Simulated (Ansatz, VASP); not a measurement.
**Ge: VASP beside Ansatz**

```
Ge
1.0
     0.00000    2.89949    2.97021
     2.89949    0.00000    2.97021
     2.89949    2.89949    0.00000
Ge
2
Direct
  0.50000 0.50000 0.50000
  0.75000 0.75000 0.75000
```

Change from the starting cell: strain +0.025 along x and y, +0.050 along z, atoms carried along.

Alike in both runs: task single point; functional PBEsol; k mesh 14 × 14 × 14; occupations gaussian, width 0.15 eV; no spin polarisation.

```csv
,VASP,Ansatz
version,VASP 6.6.1,Ansatz 0.2.0
potentials or method,"VASP PAW PBE potentials, release 64 (Ge_d), cutoff 520 eV","scalar-relativistic, plane waves, PAW"
valence electrons in the cell,28,28
```

|  | VASP | Ansatz | Ansatz less VASP |
| --- | --- | --- | --- |
| gap on the k mesh at the Fermi level (eV) | none | none | - |
| pressure (GPa) | -4.8 | -4.8 | +0.06 |
| traceless stress, the component that is largest in VASP (GPa) | -1.05 | -1.05 | 0.000 |

VASP's potentials were made for PBE, not for PBEsol. A gap of «none» marks a metal or a gap that the smearing closes.
